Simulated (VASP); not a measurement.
# ZrH3 (Pm-3m) in VASP: a series of runs

ZrH3 is run at these levels: PBEsol; tasks: single point.

Everything below comes from runs of VASP 6.6.1. Logs are shortened: lines on timing, memory, paths and dates and some standing lists are left out, and cuts for length are marked.

**1. The cell of the first run**

Symmetry: Pm-3m, No. 221, cubic system. The conventional cell has a = 2.996 Å, b = 2.996 Å, c = 2.996 Å, α = 90.00°, β = 90.00°, γ = 90.00°. Zr (site symmetry m-3m) has 12 H at 2.12 Å within 2.8 Å. H (site symmetry 4/mmm) has 4 Zr at 2.12 Å and 8 H at 2.12 Å within 2.8 Å.

**2. Single point, PBEsol**

INCAR reads:

```
PREC     = Accurate       # precision mode
ENCUT    = 520            # plane-wave cutoff, eV
EDIFF    = 1E-6           # SCF threshold, eV
ISMEAR   = -1             # smearing method
SIGMA    = 0.01           # smearing width, eV
LREAL    = False          # projectors in reciprocal space
LASPH    = True           # aspherical terms in the spheres
NELM     = 80             # most SCF steps
ALGO     = Normal         # electronic algorithm
ISIF     = 2              # what is computed and relaxed
LWAVE    = False          # write WAVECAR
LCHARG   = False          # write CHGCAR
GGA      = PS             # functional
NBANDS   = 16             # bands
```

KPOINTS reads:

```
regular mesh
0
Gamma
  7 7 7
```

POSCAR reads:

```
ZrH3
1.0
    2.9956321094      0.0000000000      0.0000000000
    0.0000000000      2.9956321094      0.0000000000
    0.0000000000      0.0000000000      2.9956321094
Zr H
1 3
Direct
    0.0000000000      0.0000000000      0.0000000000
    0.0000000000      0.5000000000      0.5000000000
    0.5000000000      0.0000000000      0.5000000000
    0.5000000000      0.5000000000      0.0000000000
```

Potentials or basis: VASP PAW PBE potentials, release 64 (Zr_sv, H).

On the command line:

```console
> cat potpaw_PBE.64/Zr_sv/POTCAR potpaw_PBE.64/H/POTCAR > POTCAR
> mpirun -np 1 vasp_std > vasp.out
```

OUTCAR:

```text
PREC = Accurate
   ENCUT = 520
   EDIFF = 1E-6
   ISMEAR = -1
   LREAL = False
   LASPH = True
   NELM = 80
   ISIF = 2
   GGA = PS

 ion  position               nearest neighbor table
   1  0.000  0.000  0.000-   2 2.12   3 2.12   4 2.12   2 2.12   3 2.12   2 2.12   4 2.12   2 2.12
                             3 2.12   4 2.12   3 2.12   4 2.12
   2  0.000  0.500  0.500-   1 2.12   1 2.12   1 2.12   1 2.12
   3  0.500  0.000  0.500-   1 2.12   1 2.12   1 2.12   1 2.12
   4  0.500  0.500  0.000-   1 2.12   1 2.12   1 2.12   1 2.12

  LATTYP: Found a simple cubic cell.
 ALAT       =     2.9956321094

  Lattice vectors:

 A1 = (   2.9956321094,   0.0000000000,   0.0000000000)
 A2 = (   0.0000000000,   2.9956321094,   0.0000000000)
 A3 = (   0.0000000000,   0.0000000000,   2.9956321094)

Analysis of symmetry for initial positions (statically):
=====================================================================
 Subroutine PRICEL returns:
 Original cell was already a primitive cell.

 Routine SETGRP: Setting up the symmetry group for a
 simple cubic supercell.

 Subroutine GETGRP returns: Found 48 space group operations
 (whereof 48 operations were pure point group operations)
 out of a pool of 48 trial point group operations.

The static configuration has the point symmetry O_h .

Analysis of symmetry for dynamics (positions and initial velocities):
=====================================================================
 Subroutine PRICEL returns:
 Original cell was already a primitive cell.

 Routine SETGRP: Setting up the symmetry group for a
 simple cubic supercell.

 Subroutine GETGRP returns: Found 48 space group operations
 (whereof 48 operations were pure point group operations)
 out of a pool of 48 trial point group operations.

The dynamic configuration has the point symmetry O_h .

 Subroutine INISYM returns: Found 48 space group operations
 (whereof 48 operations are pure point group operations),
 and found     1 'primitive' translations

----------------------------------------------------------------------------------------

                                     Primitive cell

  volume of cell :      26.8822

  direct lattice vectors                    reciprocal lattice vectors
     2.995632109  0.000000000  0.000000000     0.333819362  0.000000000  0.000000000
     0.000000000  2.995632109  0.000000000     0.000000000  0.333819362  0.000000000
     0.000000000  0.000000000  2.995632109     0.000000000  0.000000000  0.333819362

  length of vectors
     2.995632109  2.995632109  2.995632109     0.333819362  0.333819362  0.333819362

  position of ions in fractional coordinates (direct lattice)
     0.000000000  0.000000000  0.000000000
     0.000000000  0.500000000  0.500000000
     0.500000000  0.000000000  0.500000000
     0.500000000  0.500000000  0.000000000

  ion indices of the primitive-cell ions
   primitive index   ion index
                 1           1
                 2           2
                 3           3
                 4           4

----------------------------------------------------------------------------------------

 KPOINTS: regular mesh

Automatic generation of k-mesh.
 Grid dimensions read from file:
 generate k-points for:    7    7    7

 Generating k-lattice:

  Cartesian coordinates                     Fractional coordinates (reciprocal lattice)
     0.047688480  0.000000000  0.000000000     0.142857143  0.000000000  0.000000000
     0.000000000  0.047688480  0.000000000     0.000000000  0.142857143  0.000000000
     0.000000000  0.000000000  0.047688480     0.000000000  0.000000000  0.142857143

  Length of vectors
     0.047688480  0.047688480  0.047688480

  Shift w.r.t. Gamma in fractional coordinates (k-lattice)
     0.000000000  0.000000000  0.000000000

 Subroutine IBZKPT returns following result:
 ===========================================

 Found     20 irreducible k-points:

 Following reciprocal coordinates:
            Coordinates               Weight
  0.000000  0.000000  0.000000      1.000000
  0.142857  0.000000  0.000000      6.000000
  0.285714  0.000000  0.000000      6.000000
  0.428571  0.000000  0.000000      6.000000
  0.142857  0.142857  0.000000     12.000000
  0.285714  0.142857  0.000000     24.000000
[... 12 lines left out ...]
  0.428571  0.428571  0.285714     24.000000
  0.428571  0.428571  0.428571      8.000000
   k-points           NKPTS =     20   k-points in BZ     NKDIM =     20   number of bands    NBANDS=     16
   number of dos      NEDOS =    301   number of ions     NIONS =      4
   total plane-waves  NPLWV =  13824
   dimension x,y,z NGX =    24 NGY =   24 NGZ =   24
   dimension x,y,z NGXF=    48 NGYF=   48 NGZF=   48
   ions per type =               1   3
   NGX,Y,Z   is equivalent  to a cutoff of  13.32, 13.32, 13.32 a.u.
   NGXF,Y,Z  is equivalent  to a cutoff of  26.64, 26.64, 26.64 a.u.
 SYSTEM =  unknown system
   PREC   = accura    normal or accurate (medium, high low for compatibility)
   ISTART =      0    job   : 0-new  1-cont  2-samecut
   ICHARG =      2    charge: 1-file 2-atom 10-const
   ISPIN  =      1    spin polarized calculation?
   LNONCOLLINEAR =      F non collinear calculations
   LSORBIT =      F    spin-orbit coupling
   LASPH  =      T    aspherical Exc in radial PAW
   ENCUT  =  520.0 eV  38.22 Ry    6.18 a.u.   5.57  5.57  5.57*2*pi/ulx,y,z
   NELM   =     80;   NELMIN=  2; NELMDL= -5     # of ELM steps
   EDIFF  = 0.1E-05   stopping-criterion for ELM
   LREAL  =      F    real-space projection
   EDIFFG = 0.1E-04   stopping-criterion for IOM
   NSW    =      0    number of steps for IOM
   IBRION =     -1    ionic relax: 0-MD 1-quasi-New 2-CG
   NFREE  =      0    steps in history (QN), initial steepest desc. (CG)
   ISIF   =      2    stress and relaxation
   ISYM   =      2    0-nonsym 1-usesym 2-fastsym
   POTIM  = 0.5000    time-step for ionic-motion
   TEBEG  =    0.0;   TEEND  =   0.0 temperature during run
   PSTRESS=    0.0 pullay stress
   NELECT =      15.0000    total number of electrons
   NUPDOWN=      -1.0000    fix difference up-down
   EMIN   =  10.00;   EMAX   =-10.00  energy-range for DOS
   EFERMI =   0.00;   METHOD = LEGACY
   ISMEAR =    -1;   SIGMA  =   0.01  broadening in eV -4-tet -1-fermi 0-gaus
   EFERMI_NEDOS =   21; number of points for ismear=-14 and -15
   IALGO  =     38    algorithm
   IMIX   =      4    mixing-type and parameters
     AMIX     =   0.40;   BMIX     =  1.00
     AMIX_MAG =   1.60;   BMIX_MAG =  1.00
  volume/ion in A,a.u.               =       6.72        45.35
  Fermi-wavevector in a.u.,A,eV,Ry     =   1.347773  2.546922 24.714877  1.816492
  Thomas-Fermi vector in A             =   2.475496
   LORBIT       =      0    0 simple, 1 ext, 2 COOP (PROOUT), +10 PAW based schemes
   GGA     = PS    functional components
   LHFCALC =     F    Hartree Fock is set to
   AEXX    =    0.0000 exact exchange contribution
   IVDW    =     0    specifies the selected vdW correction
   LEPSILON=     F    determine dielectric tensor
   LRPA    =     F    only Hartree local field effects (RPA)
 non-spin polarized calculation
  energy-cutoff  :      520.00
  volume of cell :       26.88
 maximum number of plane-waves:       739
 NGX is ok and might be reduce to    24
   NGX = 11   NGY = 11   NGZ = 11

 number of electron      15.0000002 magnetization

 Free energy of the ion-electron system (eV)
  ---------------------------------------------------
  ext. energy  EPLUGINS =         0.00000000
  ---------------------------------------------------
  free energy    TOTEN  =       -20.29191437 eV

  energy without entropy =      -20.29133303  energy(sigma->0) =      -20.29162370

 E-fermi :   9.2410     XC(G=0): -11.8882

 val. band max:        9.0241717937   @ k =   0.2857   0.2857   0.0000
 cond. band min:       9.2586293723   @ k =   0.2857   0.2857   0.1429
 fundamental gap:      0.2344575786
 Fermi energy:         9.2409527530

 k-point     1 :       0.0000    0.0000    0.0000
  band No.  band energies     occupation
      1     -39.8090      2.00000
      2     -17.4494      2.00000
      3     -17.4494      2.00000
      4     -17.4494      2.00000
      5      -1.7956      2.00000
      6       4.4460      2.00000
[... 8 lines left out ...]
     15      17.9585      0.00000
     16      23.8134      0.00000

 k-point     2 :       0.1429    0.0000    0.0000
  band No.  band energies     occupation
      1     -39.7870      2.00000
      2     -17.6816      2.00000
      3     -17.4303      2.00000
      4     -17.4303      2.00000
      5      -1.3438      2.00000
      6       4.5685      2.00000
[... 8 lines left out ...]
     15      19.1235      0.00000
     16      25.6672      0.00000

 k-point     3 :       0.2857    0.0000    0.0000
  band No.  band energies     occupation
      1     -39.7372      2.00000
      2     -18.1728      2.00000
      3     -17.3871      2.00000
      4     -17.3871      2.00000
      5      -0.1687      2.00000
      6       4.3521      2.00000
[... 8 lines left out ...]
     15      21.0207      0.00000
     16      27.4657      0.00000

 k-point     4 :       0.4286    0.0000    0.0000
  band No.  band energies     occupation
      1     -39.6968      2.00000
      2     -18.5410      2.00000
      3     -17.3522      2.00000
      4     -17.3522      2.00000
      5       1.3979      2.00000
      6       3.1637      2.00000
[... 8 lines left out ...]
     15      22.4909      0.00000
     16      23.1640      0.00000

 k-point     5 :       0.1429    0.1429    0.0000
  band No.  band energies     occupation
      1     -39.7653      2.00000
      2     -17.6796      2.00000
      3     -17.6360      2.00000
      4     -17.4115      2.00000
      5      -0.9166      2.00000
      6       4.8183      2.00000
[... 8 lines left out ...]
     15      20.3499      0.00000
     16      26.8014      0.00000

 k-point     6 :       0.2857    0.1429    0.0000
  band No.  band energies     occupation
      1     -39.7160      2.00000
      2     -18.1414      2.00000
      3     -17.6028      2.00000
      4     -17.3688      2.00000
      5       0.1866      2.00000
      6       4.5387      2.00000
[... 8 lines left out ...]
     15      22.7031      0.00000
     16      25.7454      0.00000
[... 191 lines left out ...]
 k-point    17 :       0.2857    0.2857    0.2857
  band No.  band energies     occupation
      1     -39.6009      2.00000
      2     -18.0211      2.00000
      3     -17.9376      2.00000
      4     -17.9376      2.00000
      5       1.6881      2.00000
      6       4.5127      2.00000
[... 8 lines left out ...]
     15      22.3507      0.00000
     16      22.3507      0.00000

 k-point    18 :       0.4286    0.2857    0.2857
  band No.  band energies     occupation
      1     -39.5631      2.00000
      2     -18.2963      2.00000
      3     -17.9338      2.00000
      4     -17.8825      2.00000
      5       2.1436      2.00000
      6       3.9115      2.00000
[... 8 lines left out ...]
     15      22.2139      0.00000
     16      22.7208      0.00000

 k-point    19 :       0.4286    0.4286    0.2857
  band No.  band energies     occupation
      1     -39.5262      2.00000
      2     -18.2337      2.00000
      3     -18.2225      2.00000
      4     -17.8531      2.00000
      5       2.1322      2.00000
      6       3.5027      2.00000
[... 8 lines left out ...]
     15      20.9745      0.00000
     16      21.4758      0.00000

 k-point    20 :       0.4286    0.4286    0.4286
  band No.  band energies     occupation
      1     -39.4899      2.00000
      2     -18.1725      2.00000
      3     -18.1576      2.00000
      4     -18.1576      2.00000
      5       2.4759      2.00000
      6       2.8162      2.00000
[... 8 lines left out ...]
     15      19.4771      0.00000
     16      20.0461      0.00000

------------------------ aborting loop because EDIFF is reached ----------------------------------------

  FORCE on cell =-STRESS in cart. coord.  units (eV):
  Direction    XX          YY          ZZ          XY          YZ          ZX
  --------------------------------------------------------------------------------------
  -------------------------------------------------------------------------------------
  Total        2.5711972      2.5711972      2.5711972     -0.0000000     -0.0000000      0.0000000
  in kB      153.2429598    153.2429598    153.2429598     -0.0000000     -0.0000000      0.0000000
  external PRESSURE =     153.2429598 kB  Pullay stress =       0.0000000 kB

 VOLUME and BASIS-vectors are now :
 -----------------------------------------------------------------------------
  energy-cutoff  :      520.00
  volume of cell :       26.88
      direct lattice vectors                 reciprocal lattice vectors
     2.995632109  0.000000000  0.000000000     0.333819362  0.000000000  0.000000000
     0.000000000  2.995632109  0.000000000     0.000000000  0.333819362  0.000000000
     0.000000000  0.000000000  2.995632109     0.000000000  0.000000000  0.333819362

 POSITION                                       TOTAL-FORCE (eV/Angst)
 -----------------------------------------------------------------------------------
      0.00000      0.00000      0.00000         0.000000      0.000000      0.000000
      0.00000      1.49782      1.49782         0.000000      0.000000      0.000000
      1.49782      0.00000      1.49782         0.000000      0.000000      0.000000
      1.49782      1.49782      0.00000         0.000000      0.000000      0.000000
 -----------------------------------------------------------------------------------
    total drift:                                0.000000      0.000000      0.000000

  FREE ENERGIE OF THE ION-ELECTRON SYSTEM (eV)
  ---------------------------------------------------
  free  energy   TOTEN  =       -20.2919143706 eV

  energy  without entropy=      -20.2913330346  energy(sigma->0) =      -20.29162370
```

Wall time 11 s (1 thread of Intel Xeon 8259CL, shared host); peak memory 0.14 GiB.

Results:

| Quantity | Value |
| --- | --- |
| Free energy | -20.2919 eV |
| Pressure | 15.3 GPa |

Levels at points of the mesh, in eV from the Fermi level:
| k point | band 5 | band 6 | band 7 | band 8 | band 9 | band 10 |
| --- | --- | --- | --- | --- | --- | --- |
| (0.00, 0.00, 0.00) | -11.04 | -4.79 | -4.79 | 4.22 | 4.22 | 4.22 |

Caveat: the PAW data sets were made with another functional, which shifts forces and pressure a little.

**3. Single point, PBEsol**

This run uses another cell than the first one, of 7.03 Å³/atom, 1.045 times its volume.

INCAR reads:

```
PREC = Accurate
ENCUT = 520
EDIFF = 1E-7
ISMEAR = -1
SIGMA = 0.01
LREAL = F
LASPH = T
NELM = 60
ALGO = Normal
ISIF = 2
LWAVE = F
LCHARG = T
GGA = PS
LELF = T
LVHAR = T
NBANDS = 16
```

KPOINTS is that of step 2.

POSCAR reads:

```
ZrH3
1.0
    3.0403496291      0.0000000000      0.0000000000
    0.0000000000      3.0403496291      0.0000000000
    0.0000000000      0.0000000000      3.0403496291
Zr H
1 3
Direct
    0.0000000000      0.0000000000      0.0000000000
    0.0000000000      0.5000000000      0.5000000000
    0.5000000000      0.0000000000      0.5000000000
    0.5000000000      0.5000000000      0.0000000000
```

Potentials or basis: VASP PAW PBE potentials, release 64 (Zr_sv, H).

On the command line:

```console
> cat potpaw_PBE.64/Zr_sv/POTCAR potpaw_PBE.64/H/POTCAR > POTCAR
> mpirun -np 1 vasp_std > vasp.out
```

It took 16 s on 1 thread of Intel Xeon 8259CL, shared host; peak memory 0.14 GiB.

It converged, with:

| Property | Result |
| --- | --- |
| Free energy | -20.3793 eV |
| Pressure | 7.4 GPa |

Levels at points of the mesh, in eV from the Fermi level:
```tsv
k point	band 4	band 5	band 6	band 7	band 8	band 9	band 10	band 11
(0.00, 0.00, 0.00)	-26.81	-10.78	-4.60	-4.60	4.00	4.00	4.00	6.33
```

Caveat: the PAW data sets were made with another functional, which shifts forces and pressure a little.
